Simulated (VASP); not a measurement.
A run of VASP 6.6.1 is set up as follows.

File INCAR:

```
PREC = Accurate ; ENCUT = 520
EDIFF = 1E-6 ; ISMEAR = -1
SIGMA = 0.05 ; LREAL = False
LASPH = True ; NELM = 100
ALGO = Normal ; ISIF = 2
LWAVE = False ; LCHARG = False
GGA = RE ; NBANDS = 26
```

Contents of KPOINTS:

```
Automatic mesh
0
Gamma
  10 10 3
```

Contents of POSCAR:

```
SiC
1.0
    3.0756941497      0.0000000000      0.0000000000
   -1.5378470748      2.6636292679      0.0000000000
    0.0000000000      0.0000000000     10.0706464800
Si C
4 4
Direct
    0.0000000000      0.0000000000      0.1878943800
    0.0000000000      0.0000000000      0.6878943800
    0.3333333333      0.6666666667      0.4378419800
    0.6666666667      0.3333333333      0.9378419800
    0.0000000000      0.0000000000      0.0004600500
    0.0000000000      0.0000000000      0.5004600500
    0.3333333333      0.6666666667      0.2498025900
    0.6666666667      0.3333333333      0.7498025900
```

Potentials or basis: VASP PAW PBE potentials, release 64 (Si, C).

Launch:

```sh
$ cat potpaw_PBE.64/Si/POTCAR potpaw_PBE.64/C/POTCAR > POTCAR
$ mpirun -np 1 vasp_std > vasp.out
```

(1) What does it give for the pressure?

(2) Predict the largest force.

Results:

(1) 6.0 GPa.

(2) 0.009 eV/Å.

Caveat: the PAW data sets were made with another functional, which shifts forces and pressure a little.
